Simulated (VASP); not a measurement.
# MgO (P6_3/mmc) in VASP: notebook, part 2 of 2

VASP 6.6.1. Earlier steps stand in the parts before.

**4. Single point, PBE (volume 11.017 Å^3 an atom, c/a of the conventional cell 1.3044)**

Input file INCAR:

```
SYSTEM = MgO
PREC = Accurate
ENCUT = 520
EDIFF = 1E-6
ISMEAR = 0
SIGMA = 0.05
LREAL = .FALSE.
LASPH = .TRUE.
NELM = 60
ALGO = Normal
ISIF = 2
LWAVE = .FALSE.
LCHARG = .FALSE.
GGA = PE
NBANDS = 16
```

Input file KPOINTS:

```
Automatic mesh
0
G
  9 9 6
  0 0 0
```

Input file POSCAR:

```
MgO
1.0
    3.3915168022      0.0000000000      0.0000000000
   -1.6957584011      2.9371397080      0.0000000000
    0.0000000000      0.0000000000      4.4238945167
Mg O
2 2
Direct
    0.6666666667      0.3333333333      0.7500000000
    0.3333333333      0.6666666667      0.2500000000
    0.6666666667      0.3333333333      0.2500000000
    0.3333333333      0.6666666667      0.7500000000
```

Potentials or basis: VASP PAW PBE potentials, release 64 (Mg, O).

Run with:

```bash
$ cat potpaw_PBE.64/Mg/POTCAR potpaw_PBE.64/O/POTCAR > POTCAR
$ mpirun -np 1 vasp_std > vasp.out
```

OUTCAR:

```text
SYSTEM = MgO
   PREC = Accurate
   ENCUT = 520
   EDIFF = 1E-6
   ISMEAR = 0
   LREAL = .FALSE.
   LASPH = .TRUE.
   NELM = 60
   ISIF = 2
   GGA = PE

 ion  position               nearest neighbor table
   1  0.667  0.333  0.750-   4 1.96   4 1.96   4 1.96   3 2.21   3 2.21   2 2.95   2 2.95   2 2.95
                             2 2.95   2 2.95   2 2.95
   2  0.333  0.667  0.250-   3 1.96   3 1.96   3 1.96   4 2.21   4 2.21   1 2.95   1 2.95   1 2.95
                             1 2.95   1 2.95   1 2.95
   3  0.667  0.333  0.250-   2 1.96   2 1.96   2 1.96   1 2.21   1 2.21
   4  0.333  0.667  0.750-   1 1.96   1 1.96   1 1.96   2 2.21   2 2.21

  LATTYP: Found a hexagonal cell.
 ALAT       =     3.3915168022
 C/A-ratio  =     1.3044000000

  Lattice vectors:

 A1 = (   3.3915168022,   0.0000000000,   0.0000000000)
 A2 = (  -1.6957584011,   2.9371397080,   0.0000000000)
 A3 = (   0.0000000000,   0.0000000000,   4.4238945167)

Analysis of symmetry for initial positions (statically):
=====================================================================
 Subroutine PRICEL returns:
 Original cell was already a primitive cell.

 Routine SETGRP: Setting up the symmetry group for a
 hexagonal supercell.

 Subroutine GETGRP returns: Found 24 space group operations
 (whereof 12 operations were pure point group operations)
 out of a pool of 24 trial point group operations.

The static configuration has the point symmetry D_3d.
 The point group associated with its full space group is D_6h.

Analysis of symmetry for dynamics (positions and initial velocities):
=====================================================================
 Subroutine PRICEL returns:
 Original cell was already a primitive cell.

 Routine SETGRP: Setting up the symmetry group for a
 hexagonal supercell.

 Subroutine GETGRP returns: Found 24 space group operations
 (whereof 12 operations were pure point group operations)
 out of a pool of 24 trial point group operations.

[... 121 lines left out ...]
   EFERMI_NEDOS =   21; number of points for ismear=-14 and -15
   IALGO  =     38    algorithm
   IMIX   =      4    mixing-type and parameters
     AMIX     =   0.40;   BMIX     =  1.00
     AMIX_MAG =   1.60;   BMIX_MAG =  1.00
  volume/ion in A,a.u.               =      11.02        74.35
  Fermi-wavevector in a.u.,A,eV,Ry     =   1.167904  2.207018 18.558335  1.363999
  Thomas-Fermi vector in A             =   2.304398
   LORBIT       =      0    0 simple, 1 ext, 2 COOP (PROOUT), +10 PAW based schemes
   GGA     = PE    functional components
   LHFCALC =     F    Hartree Fock is set to
   AEXX    =    0.0000 exact exchange contribution
   IVDW    =     0    specifies the selected vdW correction
   LEPSILON=     F    determine dielectric tensor
   LRPA    =     F    only Hartree local field effects (RPA)
 non-spin polarized calculation
 Gauss-broadening in eV      SIGMA  =   0.05
  energy-cutoff  :      520.00
  volume of cell :       44.07
 maximum number of plane-waves:      1205
 NGX is ok and might be reduce to    28
   NGX = 13   NGY = 13   NGZ = 17

 number of electron      15.9999997 magnetization

 Free energy of the ion-electron system (eV)
  ---------------------------------------------------
  ext. energy  EPLUGINS =         0.00000000
  ---------------------------------------------------
  free energy    TOTEN  =       -23.56044146 eV

  energy without entropy =      -23.56044146  energy(sigma->0) =      -23.56044146

 E-fermi :   2.4143     XC(G=0): -10.0799

 val. band max:        2.1013843127   @ k =   0.0000   0.0000   0.0000
 cond. band min:       5.4370592623   @ k =   0.0000   0.0000   0.0000
 fundamental gap:      3.3356749496
 Fermi energy:         2.4143035938

 k-point     1 :       0.0000    0.0000    0.0000
  band No.  band energies     occupation
      1     -14.9071      2.00000
      2     -13.6667      2.00000
      3      -1.7681      2.00000
      4       0.4014      2.00000
      5       0.4014      2.00000
      6       1.1128      2.00000
[... 433 lines left out ...]
      3      -1.4331      2.00000
      4      -0.7757      2.00000
      5      -0.7757      2.00000
      6       0.5719      2.00000
[... 8 lines left out ...]
     15      15.5807      0.00000
     16      18.9081      0.00000

 [... further k-points ...]
[... 5 lines left out ...]
  --------------------------------------------------------------------------------------
  -------------------------------------------------------------------------------------
  Total        2.6000186      2.6000186     -1.0059398      0.0000000     -0.0000000      0.0000000
  in kB       94.5287036     94.5287036    -36.5728856      0.0000000     -0.0000000      0.0000000
  external PRESSURE =      50.8281739 kB  Pullay stress =       0.0000000 kB

 VOLUME and BASIS-vectors are now :
 -----------------------------------------------------------------------------
  energy-cutoff  :      520.00
  volume of cell :       44.07
      direct lattice vectors                 reciprocal lattice vectors
     3.391516802  0.000000000  0.000000000     0.294853323  0.170233646  0.000000000
    -1.695758401  2.937139708  0.000000000     0.000000000  0.340467291  0.000000000
     0.000000000  0.000000000  4.423894517     0.000000000  0.000000000  0.226045173

 POSITION                                       TOTAL-FORCE (eV/Angst)
 -----------------------------------------------------------------------------------
      1.69576      0.97905      3.31792        -0.000000      0.000000      0.000000
     -0.00000      1.95809      1.10597         0.000000      0.000000      0.000000
      1.69576      0.97905      1.10597        -0.000000      0.000000      0.000000
     -0.00000      1.95809      3.31792        -0.000000      0.000000     -0.000000
 -----------------------------------------------------------------------------------
    total drift:                               -0.000000      0.000000     -0.000000

  FREE ENERGIE OF THE ION-ELECTRON SYSTEM (eV)
  ---------------------------------------------------
  free  energy   TOTEN  =       -23.5604414606 eV

  energy  without entropy=      -23.5604414606  energy(sigma->0) =      -23.56044146
```

OSZICAR:

```text
N       E                     dE             d eps       ncg     rms          rms(c)
DAV:   1     0.621505870882E+02    0.62151E+02   -0.76014E+03  1536   0.894E+02
DAV:   2    -0.237251402809E+02   -0.85876E+02   -0.79239E+02  2144   0.197E+02
DAV:   3    -0.275709716617E+02   -0.38458E+01   -0.38381E+01  1688   0.435E+01
DAV:   4    -0.275859926876E+02   -0.15021E-01   -0.15021E-01  1776   0.316E+00
DAV:   5    -0.275860672818E+02   -0.74594E-04   -0.74594E-04  1736   0.213E-01    0.113E+01
DAV:   6    -0.236130774465E+02    0.39730E+01   -0.10577E+01  1552   0.252E+01    0.358E+00
DAV:   7    -0.235726229575E+02    0.40454E-01   -0.14972E-01  1552   0.312E+00    0.213E+00
DAV:   8    -0.235620639308E+02    0.10559E-01   -0.86793E-02  1600   0.321E+00    0.495E-01
DAV:   9    -0.235596389987E+02    0.24249E-02   -0.43872E-03  1856   0.609E-01    0.126E-01
DAV:  10    -0.235604212896E+02   -0.78229E-03   -0.93075E-04  1536   0.200E-01    0.255E-02
DAV:  11    -0.235604419971E+02   -0.20707E-04   -0.21346E-05  1696   0.314E-02    0.158E-02
DAV:  12    -0.235604414606E+02    0.53653E-06   -0.63761E-06  1552   0.199E-02
   1 F= -.23560441E+02 E0= -.23560441E+02  d E =-.566992E-21
```

Wall time 32 s (1 thread of Intel Xeon 6975P-C (Granite Rapids), shared host); peak memory 0.18 GiB.

Results:

```yaml
Free_energy: -23.5604 eV
Pressure: 5.1 GPa
Band_gap_on_the_k_mesh: 3.34 eV, direct
```

**5. The runs side by side**

| cell | gap on the mesh (eV) | pressure (GPa) |
| --- | --- | --- |
| a = 3.502, b = 3.502, c = 4.149 Å, angles 90.0, 90.0, 120.0°, 4 atoms | 3.44 | 3.8 |
| a = 3.540, b = 3.540, c = 4.127 Å, angles 90.0, 90.0, 120.0°, 4 atoms | 3.38 | 1.9 |
| a = 3.392, b = 3.392, c = 4.424 Å, angles 90.0, 90.0, 120.0°, 4 atoms | 3.34 | 5.1 |

Alike in all rows: task single point; level PBE; potentials or basis VASP PAW PBE potentials, release 64 (Mg, O); no spin polarisation; k mesh 9 × 9 × 6; cutoff (eV) 520; smearing gaussian 0.05 eV.

Absolute energies hang on the potentials; compare differences alone.
